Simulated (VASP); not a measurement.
# Sb (Im-3m) in VASP: further runs

Sb is run at these levels: HSE06, PBE-based screened hybrid with 25 % exact exchange; tasks: single point.

All numbers are computed with VASP 6.6.1; they aren't measurements. Logs are shortened: lines on timing, memory, paths and dates and some standing lists are left out, and cuts for length are marked.

### 1 The cell of the first run

Symmetry: Im-3m, No. 229, cubic system. Conventional cell: a = 3.743 Å, b = 3.743 Å, c = 3.743 Å, α = 90.00°, β = 90.00°, γ = 90.00°. Within 4.3 Å of Sb (site symmetry m-3m) lie 14 Sb at 3.24 to 3.74 Å.

This isn't the form of Sb at room conditions, which is rhombohedral.

### 2 Single point, HSE06

Contents of POSCAR:

```
Sb
1.0
   -1.8713408863      1.8713408863      1.8713408863
    1.8713408863     -1.8713408863      1.8713408863
    1.8713408863      1.8713408863     -1.8713408863
Sb
1
Direct
    0.0000000000      0.0000000000      0.0000000000
```

Contents of INCAR.step1:

```
  PREC = Accurate
  ENCUT = 400
  EDIFF = 1E-5
  ISMEAR = -1
  SIGMA = 0.05
  LREAL = F
  LASPH = T
  NELM = 120
  ALGO = Normal
  ISIF = 2
  LWAVE = T
  LCHARG = F
  GGA = PE
  NBANDS = 14
  GGA_COMPAT = F
```

Contents of INCAR.step2:

```
  PREC = Accurate
  ENCUT = 400
  EDIFF = 1E-6
  ISMEAR = -1
  SIGMA = 0.05
  LREAL = F
  LASPH = T
  NELM = 120
  ALGO = Normal
  ISIF = 2
  LWAVE = F
  LCHARG = F
  GGA = PE
  LHFCALC = T
  HFSCREEN = 0.2079
  PRECFOCK = Normal
  ISTART = 1
  NBANDS = 14
  GGA_COMPAT = F
```

Contents of KPOINTS:

```
regular mesh
0
Gamma
  5 5 5
```

Potentials or basis: VASP PAW PBE potentials, release 64 (Sb_d_GW).

Started as:

```bash
$ cat potpaw_PBE.64/Sb_d_GW/POTCAR > POTCAR
$ cp INCAR.step1 INCAR
$ mpirun -np 1 vasp_std > vasp.out
$ cp INCAR.step2 INCAR
$ mpirun -np 1 vasp_std > vasp.out
```

OUTCAR:

```text
PREC = Accurate
   ENCUT = 400
   EDIFF = 1E-6
   ISMEAR = -1
   LREAL = F
   LASPH = T
   NELM = 120
   ISIF = 2
   GGA = PE
   LHFCALC = T
   HFSCREEN = 0.2079
   PRECFOCK = Normal
   ISTART = 1

 ion  position               nearest neighbor table
   1  0.000  0.000  0.000-

  LATTYP: Found a body centered cubic cell.
 ALAT       =     3.7426817726

  Lattice vectors:

 A1 = (  -1.8713408863,   1.8713408863,   1.8713408863)
 A2 = (   1.8713408863,  -1.8713408863,   1.8713408863)
 A3 = (   1.8713408863,   1.8713408863,  -1.8713408863)

Analysis of symmetry for initial positions (statically):
=====================================================================
 Subroutine PRICEL returns:
 Original cell was already a primitive cell.

 Routine SETGRP: Setting up the symmetry group for a
 body centered cubic supercell.

 Subroutine GETGRP returns: Found 48 space group operations
 (whereof 48 operations were pure point group operations)
 out of a pool of 48 trial point group operations.

The static configuration has the point symmetry O_h .

Analysis of symmetry for dynamics (positions and initial velocities):
=====================================================================
 Subroutine PRICEL returns:
 Original cell was already a primitive cell.

 Routine SETGRP: Setting up the symmetry group for a
 body centered cubic supercell.

 Subroutine GETGRP returns: Found 48 space group operations
 (whereof 48 operations were pure point group operations)
 out of a pool of 48 trial point group operations.

The dynamic configuration has the point symmetry O_h .

 Subroutine INISYM returns: Found 48 space group operations
 (whereof 48 operations are pure point group operations),
 and found     1 'primitive' translations

----------------------------------------------------------------------------------------

                                     Primitive cell

  volume of cell :      26.2131

  direct lattice vectors                    reciprocal lattice vectors
    -1.871340886  1.871340886  1.871340886     0.000000000  0.267188092  0.267188092
     1.871340886 -1.871340886  1.871340886     0.267188092  0.000000000  0.267188092
     1.871340886  1.871340886 -1.871340886     0.267188092  0.267188092  0.000000000

  length of vectors
     3.241257493  3.241257493  3.241257493     0.377861023  0.377861023  0.377861023

  position of ions in fractional coordinates (direct lattice)
     0.000000000  0.000000000  0.000000000

  ion indices of the primitive-cell ions
   primitive index   ion index
                 1           1

----------------------------------------------------------------------------------------

 KPOINTS: regular mesh

Automatic generation of k-mesh.
 Grid dimensions read from file:
 generate k-points for:    5    5    5

 Generating k-lattice:

  Cartesian coordinates                     Fractional coordinates (reciprocal lattice)
     0.000000000  0.053437618  0.053437618     0.200000000  0.000000000  0.000000000
     0.053437618  0.000000000  0.053437618     0.000000000  0.200000000  0.000000000
     0.053437618  0.053437618  0.000000000     0.000000000  0.000000000  0.200000000

  Length of vectors
     0.075572205  0.075572205  0.075572205

  Shift w.r.t. Gamma in fractional coordinates (k-lattice)
     0.000000000  0.000000000  0.000000000

 Subroutine IBZKPT returns following result:
 ===========================================

 Found     10 irreducible k-points:

 Following reciprocal coordinates:
            Coordinates               Weight
  0.000000  0.000000  0.000000      1.000000
  0.200000  0.000000  0.000000     12.000000
  0.400000  0.000000  0.000000     12.000000
  0.200000  0.200000  0.000000     24.000000
  0.400000  0.200000  0.000000     24.000000
  0.200000  0.200000  0.200000      8.000000
 -0.200000  0.200000  0.200000      6.000000
 -0.400000  0.400000  0.200000     24.000000
 -0.400000 -0.400000  0.200000      8.000000
 -0.400000  0.400000  0.400000      6.000000
   k-points           NKPTS =     10   k-points in BZ     NKDIM =    125   number of bands    NBANDS=     14
   number of dos      NEDOS =    301   number of ions     NIONS =      1
   total plane-waves  NPLWV =  13824
   dimension x,y,z NGX =    24 NGY =   24 NGZ =   24
   dimension x,y,z NGXF=    48 NGYF=   48 NGZF=   48
   ions per type =               1
   NGX,Y,Z   is equivalent  to a cutoff of  12.31, 12.31, 12.31 a.u.
   NGXF,Y,Z  is equivalent  to a cutoff of  24.62, 24.62, 24.62 a.u.
 SYSTEM =  unknown system
   PREC   = accura    normal or accurate (medium, high low for compatibility)
   ISTART =      1    job   : 0-new  1-cont  2-samecut
   ICHARG =      0    charge: 1-file 2-atom 10-const
   ISPIN  =      1    spin polarized calculation?
   LNONCOLLINEAR =      F non collinear calculations
   LSORBIT =      F    spin-orbit coupling
   LASPH  =      T    aspherical Exc in radial PAW
   ENCUT  =  400.0 eV  29.40 Ry    5.42 a.u.   5.29  5.29  5.29*2*pi/ulx,y,z
   NELM   =    120;   NELMIN=  2; NELMDL=  0     # of ELM steps
   EDIFF  = 0.1E-05   stopping-criterion for ELM
   LREAL  =      F    real-space projection
   EDIFFG = 0.1E-04   stopping-criterion for IOM
   NSW    =      0    number of steps for IOM
   IBRION =     -1    ionic relax: 0-MD 1-quasi-New 2-CG
   NFREE  =      0    steps in history (QN), initial steepest desc. (CG)
   ISIF   =      2    stress and relaxation
   ISYM   =      3    0-nonsym 1-usesym 2-fastsym
   POTIM  = 0.5000    time-step for ionic-motion
   TEBEG  =    0.0;   TEEND  =   0.0 temperature during run
   PSTRESS=    0.0 pullay stress
   NELECT =      15.0000    total number of electrons
   NUPDOWN=      -1.0000    fix difference up-down
   EMIN   =  10.00;   EMAX   =-10.00  energy-range for DOS
   EFERMI =   0.00;   METHOD = LEGACY
   ISMEAR =    -1;   SIGMA  =   0.05  broadening in eV -4-tet -1-fermi 0-gaus
   EFERMI_NEDOS =   21; number of points for ismear=-14 and -15
   IALGO  =     38    algorithm
   IMIX   =      1    mixing-type and parameters
     AMIX     =   0.40;   BMIX     =  1.00
     AMIX_MAG =   1.60;   BMIX_MAG =  1.00
  volume/ion in A,a.u.               =      26.21       176.89
  Fermi-wavevector in a.u.,A,eV,Ry     =   1.359145  2.568411 25.133691  1.847274
  Thomas-Fermi vector in A             =   2.485918
   LORBIT       =      0    0 simple, 1 ext, 2 COOP (PROOUT), +10 PAW based schemes
   GGA     = PE    functional components
   LHFCALC =     T    Hartree Fock is set to
   PRECFOCK=normal    Normal, Fast or Accurate (Low or Medium for compatibility)
   ENCUT4O =  -1.0   cutoff for four orbital integrals eV
   NKREDX  =     1    reduce k-point grid by
   NKREDY  =     1    reduce k-point grid by
   NKREDZ  =     1    reduce k-point grid by
   AEXX    =    0.2500 exact exchange contribution
   HFSCREEN=    0.2079 screening length (either q_TF or 0.3 A-1)
   HFSCREENC=   0.2079 screening length for correlation (either q_TF or 0.3 A-1)
   ENCUTFOCK=  -1.0 apply spherical cutoff to Coloumb kernel
   IVDW    =     0    specifies the selected vdW correction
   LEPSILON=     F    determine dielectric tensor
   LRPA    =     F    only Hartree local field effects (RPA)
 non-spin polarized calculation
  energy-cutoff  :      400.00
  volume of cell :       26.21
 maximum number of plane-waves:       482
 NGX is ok and might be reduce to    24
  NGX = 16; NGY = 16; NGZ = 16

 number of electron      14.9999987 magnetization

 Free energy of the ion-electron system (eV)
  ---------------------------------------------------
  ext. energy  EPLUGINS =         0.00000000
  ---------------------------------------------------
  free energy    TOTEN  =        -4.59381457 eV

  energy without entropy =       -4.56748856  energy(sigma->0) =       -4.58065156

 E-fermi :   6.6199     XC(G=0):  -8.9042

 val. band max:        4.8663697249   @ k =   0.2000   0.2000   0.2000
 cond. band min:       6.6238523448   @ k =   0.2000   0.2000   0.0000
 fundamental gap:      1.7574826198
 Fermi energy:         6.6199360251

 k-point     1 :       0.0000    0.0000    0.0000
  band No.  band energies     occupation
      1     -25.3694      2.00000
      2     -25.3694      2.00000
      3     -25.3694      2.00000
      4     -25.2831      2.00000
      5     -25.2831      2.00000
      6      -8.1005      2.00000
      7      12.9345      0.00000
      8      12.9345      0.00000
      9      12.9345      0.00000
     10      18.7000      0.00000
     11      18.7000      0.00000
     12      18.7000      0.00000
     13      19.0537      0.00000
     14      19.0537      0.00000

 k-point     2 :       0.2000    0.0000    0.0000
  band No.  band energies     occupation
      1     -25.3781      2.00000
      2     -25.3554      2.00000
      3     -25.3235      2.00000
      4     -25.2924      2.00000
      5     -25.2862      2.00000
      6      -7.1490      2.00000
      7       7.9067      0.00000
      8      10.7932      0.00000
      9      12.1618      0.00000
     10      15.4764      0.00000
     11      15.8695      0.00000
     12      18.5608      0.00000
     13      20.1963      0.00000
     14      22.1087      0.00000

 k-point     3 :       0.4000    0.0000    0.0000
  band No.  band energies     occupation
      1     -25.3920      2.00000
      2     -25.3488      2.00000
      3     -25.2923      2.00000
      4     -25.2906      2.00000
      5     -25.2477      2.00000
      6      -4.4422      2.00000
      7       1.5601      2.00000
      8       8.7707      0.00000
      9      11.0282      0.00000
     10      13.8786      0.00000
     11      14.3600      0.00000
     12      20.4955      0.00000
     13      22.0041      0.00000
     14      25.9627      0.00000
[... 86 lines left out ...]
 k-point     9 :      -0.4000   -0.4000    0.2000
  band No.  band energies     occupation
      1     -25.3397      2.00000
      2     -25.3397      2.00000
      3     -25.3262      2.00000
      4     -25.2572      2.00000
      5     -25.2572      2.00000
      6      -1.5959      2.00000
      7       2.5943      2.00000
      8       2.5943      2.00000
      9       9.1287      0.00000
     10      13.7710      0.00000
     11      13.7710      0.00000
     12      17.5468      0.00000
     13      25.2207      0.00000
     14      25.3965      0.00000

 k-point    10 :      -0.4000    0.4000    0.4000
  band No.  band energies     occupation
      1     -25.3631      2.00000
      2     -25.3552      2.00000
      3     -25.2617      2.00000
      4     -25.2617      2.00000
      5     -25.2589      2.00000
      6      -1.0703      2.00000
      7       4.3839      2.00000
      8       4.6554      2.00000
      9       4.6554      2.00000
     10      10.1377      0.00000
     11      12.3950      0.00000
     12      23.4887      0.00000
     13      24.5012      0.00000
     14      24.5013      0.00000

------------------------ aborting loop because EDIFF is reached ----------------------------------------

  FORCE on cell =-STRESS in cart. coord.  units (eV):
  Direction    XX          YY          ZZ          XY          YZ          ZX
  --------------------------------------------------------------------------------------
  -------------------------------------------------------------------------------------
  Total       -0.2279299     -0.2279299     -0.2279299      0.0000000      0.0000000     -0.0000000
  in kB      -13.9313517    -13.9313517    -13.9313517      0.0000000      0.0000000     -0.0000000
  external PRESSURE =     -13.9313517 kB  Pullay stress =       0.0000000 kB

 VOLUME and BASIS-vectors are now :
 -----------------------------------------------------------------------------
  energy-cutoff  :      400.00
  volume of cell :       26.21
      direct lattice vectors                 reciprocal lattice vectors
    -1.871340886  1.871340886  1.871340886     0.000000000  0.267188092  0.267188092
     1.871340886 -1.871340886  1.871340886     0.267188092  0.000000000  0.267188092
     1.871340886  1.871340886 -1.871340886     0.267188092  0.267188092  0.000000000

 POSITION                                       TOTAL-FORCE (eV/Angst)
 -----------------------------------------------------------------------------------
      0.00000      0.00000      0.00000        -0.000000      0.000000      0.000000
 -----------------------------------------------------------------------------------
    total drift:                                0.000000      0.000000     -0.000001

  FREE ENERGIE OF THE ION-ELECTRON SYSTEM (eV)
  ---------------------------------------------------
  free  energy   TOTEN  =        -4.5938145680 eV

  energy  without entropy=       -4.5674885582  energy(sigma->0) =       -4.58065156
```

Wall time 5 min (1 thread of AMD EPYC 7R43 (Zen 3), shared host); peak memory 0.21 GiB.

What came out:

| Property | Result |
| --- | --- |
| Free energy | -4.5938 eV |
| Pressure | -1.4 GPa |
| Band gap on the k mesh | zero (an odd number of electrons rules out a gap without spin polarisation) |

Caveat: the k points lie up to 0.47 Å⁻¹ apart, too coarse for converged energies and pressures of a metal; the PAW data sets were made with another functional, which shifts forces and pressure a little; spin-orbit coupling is left out, which moves the levels of the heavy elements; an odd number of electrons without spin polarisation forces a metal; a magnetic or distorted state may lie lower.

### 3 Single point, PBE-based screened hybrid with 25 % exact exchange

This run uses another cell than the first one, of 25.99 Å³/atom.

Contents of POSCAR:

```
Sb
1.0
   -1.8659417348      1.8659417348      1.8659417348
    1.8659417348     -1.8659417348      1.8659417348
    1.8659417348      1.8659417348     -1.8659417348
Sb
1
Direct
    0.0000000000      0.0000000000      0.0000000000
```

Contents of INCAR.step1:

```
SYSTEM = Sb
  PREC = Accurate
  ENCUT = 400
  EDIFF = 1E-5
  ISMEAR = -1
  SIGMA = 0.05
  LREAL = .FALSE.
  LASPH = .TRUE.
  NELM = 120
  ALGO = Normal
  ISIF = 2
  LWAVE = .TRUE.
  LCHARG = .FALSE.
  NBANDS = 14
  GGA = PE
  GGA_COMPAT = .FALSE.
```

Contents of INCAR.step2:

```
SYSTEM = Sb
  PREC = Accurate
  ENCUT = 400
  EDIFF = 1E-6
  ISMEAR = -1
  SIGMA = 0.05
  LREAL = .FALSE.
  LASPH = .TRUE.
  NELM = 120
  ALGO = Normal
  ISIF = 2
  LWAVE = .FALSE.
  LCHARG = .FALSE.
  GGA = PE
  LHFCALC = .TRUE.
  AEXX = 0.25
  HFSCREEN = 0.3
  PRECFOCK = Normal
  NBANDS = 14
  ISTART = 1
  GGA_COMPAT = .FALSE.
```

Contents of KPOINTS:

```
regular mesh
0
G
  5 5 5
  0 0 0
```

Potentials or basis: VASP PAW PBE potentials, release 64 (Sb_d_GW).

Started as:

```bash
$ cat potpaw_PBE.64/Sb_d_GW/POTCAR > POTCAR
$ cp INCAR.step1 INCAR
$ mpirun -np 1 vasp_std > vasp.out
$ cp INCAR.step2 INCAR
$ mpirun -np 1 vasp_std > vasp.out
```

Run time: 2.1 min. Hardware: 1 thread of Intel Xeon Platinum 8488C (Sapphire Rapids), shared host; peak memory 0.24 GiB.

Results (log left out):

- Free energy: -4.4373 eV
- Pressure: -0.6 GPa
- Band gap on the k mesh: zero (an odd number of electrons rules out a gap without spin polarisation)

Levels at points of the mesh, in eV from the Fermi level:
```
           k point  band 5  band 6  band 7  band 8  band 9  band 10
(0.00, 0.00, 0.00)  -31.72  -14.59    6.24    6.24    6.24    11.99
```

Caveat: the k points lie up to 0.48 Å⁻¹ apart, too coarse for converged energies and pressures of a metal; the PAW data sets were made with another functional, which shifts forces and pressure a little; spin-orbit coupling is left out, which moves the levels of the heavy elements; an odd number of electrons without spin polarisation forces a metal; a magnetic or distorted state may lie lower.

The gap in the log of VASP goes by the Fermi energy; the results here count the filled bands.